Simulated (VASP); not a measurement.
Write the native input for VASP 6.6.1 that does the following.

```yaml
Task: single point
Functional: LDA
Potentials_or_basis: VASP PAW LDA potentials, release 64 (K_sv, Cl)
Cutoff: 500 eV
k_mesh: 6 × 6 × 6
Occupations: gaussian, width 0.02 eV
Spin: no spin polarisation
Dipole_correction: no
Further_INCAR_settings: ALGO = Normal; EDIFF = 1e-06; NBANDS = 15
```

The structure of KCl (ae) lies in POSCAR:

```
KCl
1.0
    3.6362142090      0.0000000000      0.0000000000
    0.0000000000      3.6362142090      0.0000000000
    0.0000000000      0.0000000000      3.6362142090
K Cl
1 1
Direct
    0.0000000000      0.0000000000      0.0000000000
    0.5000000000      0.5000000000      0.5000000000
```

The input as run:

INCAR

```
SYSTEM = KCl
  ALGO = Normal
  EDIFF = 1E-6
  ENCUT = 500
  GGA_COMPAT = .False.
  ISIF = 2
  ISMEAR = 0
  LASPH = .True.
  LCHARG = .False.
  LREAL = .False.
  LWAVE = .False.
  NBANDS = 15
  NELM = 120
  PREC = Accurate
  SIGMA = 0.02
```

KPOINTS

```
k-points
0
Gamma
  6 6 6
  0 0 0
```

Potentials or basis: VASP PAW LDA potentials, release 64 (K_sv, Cl).

Command:

```sh
$ cat potpaw_LDA.64/K_sv/POTCAR potpaw_LDA.64/Cl/POTCAR > POTCAR
$ mpirun -np 1 vasp_std > vasp.out
```

It gave:

```yaml
Pressure: 0.1 GPa
Band_gap_on_the_k_mesh: 5.13 eV, indirect (least direct gap 5.37 eV)
```

Wall time 13 s on 1 thread of Intel(R) Xeon(R) Platinum 8259CL CPU @ 2.50GHz (Skylake/Cascade Lake), on a shared host, peak memory 0.14 GiB.
